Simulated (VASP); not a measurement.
# Lu (R-3m) in VASP: further runs

Runs on Lu. Level: PBE. Tasks: single point.

Everything below comes from runs of VASP 6.6.1. Logs are shortened: lines on timing, memory, paths and dates and some standing lists are left out, and cuts for length are marked.

## 1. The cell of the first run

Symmetry: R-3m, No. 166, trigonal system. Conventional cell: a = 3.120 Å, b = 3.120 Å, c = 22.815 Å, α = 90.00°, β = 90.00°, γ = 120.00°. Within 4.1 Å of Lu (site symmetry -3m) lie 12 Lu at 3.12 Å. Within 4.1 Å of Lu (site symmetry 3m) lie 12 Lu at 3.09 to 3.12 Å.

## 2. Single point, PBE (21.38 Å³/atom)

Contents of INCAR:

```
SYSTEM = Lu
PREC     = Accurate       ! precision mode
ENCUT    = 520            ! plane-wave cutoff, eV
EDIFF    = 1E-6           ! SCF threshold, eV
ISMEAR   = -1             ! smearing method
SIGMA    = 0.05           ! smearing width, eV
LREAL    = .FALSE.        ! projectors in reciprocal space
LASPH    = .TRUE.         ! aspherical terms in the spheres
NELM     = 60             ! most SCF steps
ALGO     = Normal         ! electronic algorithm
ISIF     = 2              ! what is computed and relaxed
LWAVE    = .FALSE.        ! write WAVECAR
LCHARG   = .FALSE.        ! write CHGCAR
GGA      = PE             ! functional
NBANDS   = 44             ! bands
```

Contents of KPOINTS:

```
Automatic mesh
0
G
  10 10 10
  0 0 0
```

Contents of POSCAR:

```
Lu
1.0
    1.5601861837      0.9007739131      7.6050758880
   -1.5601861837      0.9007739131      7.6050758880
    0.0000000000     -1.8015478263      7.6050758880
Lu
3
Direct
    0.0000000000      0.0000000000      0.0000000000
    0.7783086100      0.7783086100      0.7783086100
    0.2216913900      0.2216913900      0.2216913900
```

Potentials or basis: VASP PAW PBE potentials, release 64 (Lu).

Launch:

```bash
$ cat potpaw_PBE.64/Lu/POTCAR > POTCAR
$ mpirun -np 1 vasp_std > vasp.out
```

OUTCAR:

```text
SYSTEM = Lu
   PREC = Accurate
   ENCUT = 520
   EDIFF = 1E-6
   ISMEAR = -1
   LREAL = .FALSE.
   LASPH = .TRUE.
   NELM = 60
   ISIF = 2
   GGA = PE

 ion  position               nearest neighbor table
   1  0.000  0.000  0.000-   2 3.12   3 3.12   2 3.12   2 3.12   3 3.12   3 3.12
   2  0.778  0.778  0.778-   3 3.09   3 3.09   3 3.09   1 3.12   1 3.12   1 3.12
   3  0.222  0.222  0.222-   2 3.09   2 3.09   2 3.09   1 3.12   1 3.12   1 3.12

  LATTYP: Found a trigonal (rhomboedric) cell.
 ALAT       =     7.8155456516
 COS(alpha) =     0.9202989134

  Lattice vectors:

 A1 = (   1.5601861837,   0.9007739131,   7.6050758880)
 A2 = (  -1.5601861837,   0.9007739131,   7.6050758880)
 A3 = (   0.0000000000,  -1.8015478263,   7.6050758880)

Analysis of symmetry for initial positions (statically):
=====================================================================
 Subroutine PRICEL returns:
 Original cell was already a primitive cell.

 Routine SETGRP: Setting up the symmetry group for a
 trigonal (rhombohedral) supercell.

 Subroutine GETGRP returns: Found 12 space group operations
 (whereof 12 operations were pure point group operations)
 out of a pool of 12 trial point group operations.

The static configuration has the point symmetry D_3d.

Analysis of symmetry for dynamics (positions and initial velocities):
=====================================================================
 Subroutine PRICEL returns:
 Original cell was already a primitive cell.

 Routine SETGRP: Setting up the symmetry group for a
 trigonal (rhombohedral) supercell.

 Subroutine GETGRP returns: Found 12 space group operations
 (whereof 12 operations were pure point group operations)
 out of a pool of 12 trial point group operations.

The dynamic configuration has the point symmetry D_3d.

 Subroutine INISYM returns: Found 12 space group operations
 (whereof 12 operations are pure point group operations),
 and found     1 'primitive' translations

----------------------------------------------------------------------------------------

                                     Primitive cell

  volume of cell :      64.1279

  direct lattice vectors                    reciprocal lattice vectors
     1.560186184  0.900773913  7.605075888     0.320474572  0.185026081  0.043830376
    -1.560186184  0.900773913  7.605075888    -0.320474572  0.185026081  0.043830376
     0.000000000 -1.801547826  7.605075888     0.000000000 -0.370052161  0.043830376

  length of vectors
[... 83 lines left out ...]
   NELM   =     60;   NELMIN=  2; NELMDL= -5     # of ELM steps
   EDIFF  = 0.1E-05   stopping-criterion for ELM
   LREAL  =      F    real-space projection
   EDIFFG = 0.1E-04   stopping-criterion for IOM
   NSW    =      0    number of steps for IOM
   IBRION =     -1    ionic relax: 0-MD 1-quasi-New 2-CG
   NFREE  =      0    steps in history (QN), initial steepest desc. (CG)
   ISIF   =      2    stress and relaxation
   ISYM   =      2    0-nonsym 1-usesym 2-fastsym
   POTIM  = 0.5000    time-step for ionic-motion
   TEBEG  =    0.0;   TEEND  =   0.0 temperature during run
   PSTRESS=    0.0 pullay stress
   NELECT =      75.0000    total number of electrons
   NUPDOWN=      -1.0000    fix difference up-down
   EMIN   =  10.00;   EMAX   =-10.00  energy-range for DOS
   EFERMI =   0.00;   METHOD = LEGACY
   ISMEAR =    -1;   SIGMA  =   0.05  broadening in eV -4-tet -1-fermi 0-gaus
   EFERMI_NEDOS =   21; number of points for ismear=-14 and -15
   IALGO  =     38    algorithm
   IMIX   =      4    mixing-type and parameters
     AMIX     =   0.40;   BMIX     =  1.00
     AMIX_MAG =   1.60;   BMIX_MAG =  1.00
  volume/ion in A,a.u.               =      21.38       144.25
  Fermi-wavevector in a.u.,A,eV,Ry     =   1.724830  3.259456 40.477846  2.975038
  Thomas-Fermi vector in A             =   2.800445
   LORBIT       =      0    0 simple, 1 ext, 2 COOP (PROOUT), +10 PAW based schemes
   GGA     = PE    functional components
   LHFCALC =     F    Hartree Fock is set to
   AEXX    =    0.0000 exact exchange contribution
   IVDW    =     0    specifies the selected vdW correction
   LEPSILON=     F    determine dielectric tensor
   LRPA    =     F    only Hartree local field effects (RPA)
 non-spin polarized calculation
  energy-cutoff  :      520.00
  volume of cell :       64.13
 maximum number of plane-waves:      1749
 NGX is ok and might be reduce to    60
   NGX = 29   NGY = 29   NGZ = 29

 number of electron      75.0000011 magnetization

 Free energy of the ion-electron system (eV)
  ---------------------------------------------------
  ext. energy  EPLUGINS =         0.00000000
  ---------------------------------------------------
  free energy    TOTEN  =       -12.21996587 eV

  energy without entropy =      -12.19930954  energy(sigma->0) =      -12.20963770

 E-fermi :   3.5737     XC(G=0): -12.2585

 val. band max:        3.5721605395   @ k =  -0.1000   0.2000   0.1000
 cond. band min:       3.5898025890   @ k =  -0.4000   0.4000   0.0000
 fundamental gap:      0.0176420495
 Fermi energy:         3.5736760633

 k-point     1 :       0.0000    0.0000    0.0000
  band No.  band energies     occupation
      1     -52.1270      2.00000
      2     -52.0452      2.00000
      3     -52.0233      2.00000
      4     -23.2578      2.00000
      5     -23.2263      2.00000
      6     -22.3558      2.00000
[... 1117 lines left out ...]
     43       6.5242      0.00000
     44       7.2417      0.00000

 [... further k-points ...]

------------------------ aborting loop because EDIFF is reached ----------------------------------------

  FORCE on cell =-STRESS in cart. coord.  units (eV):
  Direction    XX          YY          ZZ          XY          YZ          ZX
  --------------------------------------------------------------------------------------
  -------------------------------------------------------------------------------------
  Total        9.8637770      9.8637770      8.8758515      0.0000000     -0.0000000      0.0000000
  in kB      246.4375003    246.4375003    221.7550808      0.0000000     -0.0000000      0.0000000
  external PRESSURE =     238.2100272 kB  Pullay stress =       0.0000000 kB

 VOLUME and BASIS-vectors are now :
 -----------------------------------------------------------------------------
  energy-cutoff  :      520.00
  volume of cell :       64.13
      direct lattice vectors                 reciprocal lattice vectors
     1.560186184  0.900773913  7.605075888     0.320474572  0.185026081  0.043830376
    -1.560186184  0.900773913  7.605075888    -0.320474572  0.185026081  0.043830376
     0.000000000 -1.801547826  7.605075888     0.000000000 -0.370052161  0.043830376

 POSITION                                       TOTAL-FORCE (eV/Angst)
 -----------------------------------------------------------------------------------
      0.00000      0.00000      0.00000         0.000000     -0.000000      0.000000
      0.00000     -0.00000     17.75729         0.000000      0.000000     -0.186406
      0.00000     -0.00000      5.05794         0.000000     -0.000000      0.186406
 -----------------------------------------------------------------------------------
    total drift:                                0.000000      0.000000     -0.000000

  FREE ENERGIE OF THE ION-ELECTRON SYSTEM (eV)
  ---------------------------------------------------
  free  energy   TOTEN  =       -12.2199658704 eV

  energy  without entropy=      -12.1993095369  energy(sigma->0) =      -12.20963770
```

OSZICAR:

```text
N       E                     dE             d eps       ncg     rms          rms(c)
DAV:   1     0.536435406633E+03    0.53644E+03   -0.25955E+04 14360   0.555E+03
DAV:   2     0.631034494962E+02   -0.47333E+03   -0.45574E+03 12848   0.775E+02
DAV:   3    -0.326305883507E+01   -0.66367E+02   -0.64703E+02 11356   0.182E+02
DAV:   4    -0.122732377535E+02   -0.90102E+01   -0.88708E+01 16120   0.518E+01
DAV:   5    -0.126479787839E+02   -0.37474E+00   -0.37426E+00 16260   0.110E+01    0.602E+00
DAV:   6    -0.122167231237E+02    0.43126E+00   -0.16703E+00 15424   0.258E+01    0.227E+00
DAV:   7    -0.122213308749E+02   -0.46078E-02   -0.56814E-01 17220   0.207E+01    0.897E-01
DAV:   8    -0.122167626272E+02    0.45682E-02   -0.16389E-01 17416   0.580E+00    0.530E-01
DAV:   9    -0.122175036365E+02   -0.74101E-03   -0.41627E-02 16036   0.670E+00    0.205E-01
DAV:  10    -0.122190537725E+02   -0.15501E-02   -0.13121E-02 16988   0.300E+00    0.132E-01
DAV:  11    -0.122199739265E+02   -0.92015E-03   -0.59950E-03 13236   0.806E-01    0.631E-02
DAV:  12    -0.122199465417E+02    0.27385E-04   -0.14306E-03 15416   0.114E+00    0.284E-02
DAV:  13    -0.122199705161E+02   -0.23974E-04   -0.26793E-04 14528   0.224E-01    0.223E-02
DAV:  14    -0.122199666545E+02    0.38616E-05   -0.37300E-05 12512   0.721E-02    0.168E-02
DAV:  15    -0.122199662705E+02    0.38404E-06   -0.15932E-05 15132   0.280E-01    0.106E-02
DAV:  16    -0.122199658704E+02    0.40008E-06   -0.50349E-06 11424   0.669E-02
   1 F= -.12219966E+02 E0= -.12209638E+02  d E =-.206563E-01
```

It took 25 min on 1 thread of Intel Xeon Platinum 8559C (Emerald Rapids), shared host; peak memory 0.65 GiB.

Results:

```yaml
Free_energy: -12.2200 eV
Pressure: 23.8 GPa
Largest_force: 0.186 eV/Å
Band_gap_on_the_k_mesh: zero (an odd number of electrons rules out a gap without spin polarisation)
```

Forces in eV/Å, atoms in the order of the input:
```
Lu   0.000  0.000  0.000
Lu   0.000  0.000 -0.186
Lu   0.000  0.000  0.186
```

Caveat: the cell stands under pressure; spin-orbit coupling is left out, which moves the levels of the heavy elements.

## 3. Single point, PBE (23.75 Å³/atom)

This run uses another cell than the first one, of 23.75 Å³/atom.

Contents of INCAR:

```
SYSTEM = Lu
ALGO = Normal
EDIFF = 1E-7
ENCUT = 520
GGA = PE
ISIF = 2
ISMEAR = -1
LASPH = .TRUE.
LCHARG = .FALSE.
LREAL = .FALSE.
LWAVE = .FALSE.
NBANDS = 44
NELM = 60
PREC = Accurate
SIGMA = 0.05
```

Contents of KPOINTS:

```
k-points
0
G
  10 10 10
  0 0 0
```

Contents of POSCAR:

```
Lu
1.0
    1.6159537418      0.9329713278      7.8769130032
   -1.6159537418      0.9329713278      7.8769130032
    0.0000000000     -1.8659426556      7.8769130032
Lu
3
Direct
    0.0000000000      0.0000000000      0.0000000000
    0.7783086100      0.7783086100      0.7783086100
    0.2216913900      0.2216913900      0.2216913900
```

Potentials or basis: VASP PAW PBE potentials, release 64 (Lu).

Launch:

```bash
$ cat potpaw_PBE.64/Lu/POTCAR > POTCAR
$ mpirun -np 1 vasp_std > vasp.out
```

OUTCAR:

```text
SYSTEM = Lu
   EDIFF = 1E-7
   ENCUT = 520
   GGA = PE
   ISIF = 2
   ISMEAR = -1
   LASPH = .TRUE.
   LREAL = .FALSE.
   NELM = 60
   PREC = Accurate

 ion  position               nearest neighbor table
   1  0.000  0.000  0.000-   2 3.23   3 3.23   2 3.23   2 3.23   3 3.23   3 3.23
   2  0.778  0.778  0.778-   3 3.20   3 3.20   3 3.20   1 3.23   1 3.23   1 3.23
   3  0.222  0.222  0.222-   2 3.20   2 3.20   2 3.20   1 3.23   1 3.23   1 3.23

  LATTYP: Found a trigonal (rhomboedric) cell.
 ALAT       =     8.0949058336
 COS(alpha) =     0.9202989134

  Lattice vectors:

 A1 = (   1.6159537418,   0.9329713278,   7.8769130032)
 A2 = (  -1.6159537418,   0.9329713278,   7.8769130032)
 A3 = (   0.0000000000,  -1.8659426556,   7.8769130032)

Analysis of symmetry for initial positions (statically):
=====================================================================
 Subroutine PRICEL returns:
 Original cell was already a primitive cell.

 Routine SETGRP: Setting up the symmetry group for a
 trigonal (rhombohedral) supercell.

 Subroutine GETGRP returns: Found 12 space group operations
 (whereof 12 operations were pure point group operations)
 out of a pool of 12 trial point group operations.

[... 162 lines left out ...]

 E-fermi :   3.1007     XC(G=0): -11.6861

 val. band max:        3.0931205273   @ k =   0.3000   0.1000   0.1000
 cond. band min:       3.1020089597   @ k =   0.5000   0.3000   0.0000
 fundamental gap:      0.0088884324
 Fermi energy:         3.1007167430

 k-point     1 :       0.0000    0.0000    0.0000
  band No.  band energies     occupation
      1     -52.7274      2.00000
      2     -52.6721      2.00000
      3     -52.6487      2.00000
      4     -23.7132      2.00000
      5     -23.7023      2.00000
      6     -23.0811      2.00000
[... 1117 lines left out ...]
     43       5.8920      0.00000
     44       6.5406      0.00000

 [... further k-points ...]

------------------------ aborting loop because EDIFF is reached ----------------------------------------

  FORCE on cell =-STRESS in cart. coord.  units (eV):
  Direction    XX          YY          ZZ          XY          YZ          ZX
  --------------------------------------------------------------------------------------
  -------------------------------------------------------------------------------------
  Total        5.8517901      5.8517901      4.8384507      0.0000000      0.0000000      0.0000000
  in kB      131.5814897    131.5814897    108.7958635      0.0000000      0.0000000      0.0000000
  external PRESSURE =     123.9862810 kB  Pullay stress =       0.0000000 kB

 VOLUME and BASIS-vectors are now :
 -----------------------------------------------------------------------------
  energy-cutoff  :      520.00
  volume of cell :       71.25
      direct lattice vectors                 reciprocal lattice vectors
     1.615953742  0.932971328  7.876913003     0.309414798  0.178640717  0.042317762
    -1.615953742  0.932971328  7.876913003    -0.309414798  0.178640717  0.042317762
     0.000000000 -1.865942656  7.876913003     0.000000000 -0.357281433  0.042317762

 POSITION                                       TOTAL-FORCE (eV/Angst)
 -----------------------------------------------------------------------------------
      0.00000      0.00000      0.00000         0.000000      0.000000     -0.000000
      0.00000      0.00000     18.39201         0.000000      0.000000     -0.116222
      0.00000      0.00000      5.23873         0.000000     -0.000000      0.116222
 -----------------------------------------------------------------------------------
    total drift:                                0.000000      0.000000     -0.000000

  FREE ENERGIE OF THE ION-ELECTRON SYSTEM (eV)
  ---------------------------------------------------
  free  energy   TOTEN  =       -12.9949261364 eV

  energy  without entropy=      -12.9692035028  energy(sigma->0) =      -12.98206482
```

OSZICAR:

```text
N       E                     dE             d eps       ncg     rms          rms(c)
DAV:   1     0.564171752282E+03    0.56417E+03   -0.26055E+04 14248   0.558E+03
DAV:   2     0.657195195727E+02   -0.49845E+03   -0.47875E+03 13064   0.787E+02
DAV:   3    -0.322887946562E+01   -0.68948E+02   -0.67188E+02 11252   0.186E+02
DAV:   4    -0.129213271416E+02   -0.96924E+01   -0.95569E+01 15856   0.522E+01
[... 17 lines left out ...]
DAV:  22    -0.129949283567E+02    0.24389E-06   -0.39345E-07  9148   0.248E-02    0.141E-02
DAV:  23    -0.129949279331E+02    0.42358E-06   -0.17704E-07  6860   0.376E-02    0.130E-02
DAV:  24    -0.129949264241E+02    0.15090E-05   -0.25453E-06 15300   0.180E-01    0.679E-03
DAV:  25    -0.129949262173E+02    0.20679E-06   -0.96292E-07 13604   0.542E-02    0.469E-03
DAV:  26    -0.129949261364E+02    0.80854E-07   -0.35850E-07 10508   0.436E-02
   1 F= -.12994926E+02 E0= -.12982065E+02  d E =-.257226E-01
```

Run time: 34 min. Hardware: 1 thread of Intel Xeon Platinum 8559C (Emerald Rapids), shared host; peak memory 0.67 GiB.

What came out:

```
Free energy            : -12.9949 eV
Pressure               : 12.4 GPa
Largest force          : 0.116 eV/Å
Band gap on the k mesh : zero (an odd number of electrons rules out a gap without spin polarisation)
```

Forces on the atoms (eV/Å):
```
Lu   0.000  0.000  0.000
Lu   0.000  0.000 -0.116
Lu   0.000  0.000  0.116
```

Stress tensor (GPa, compression positive):
```
13.16  0.00  0.00
 0.00 13.16  0.00
 0.00  0.00 10.88
```

Caveat: the cell stands under pressure; spin-orbit coupling is left out, which moves the levels of the heavy elements.
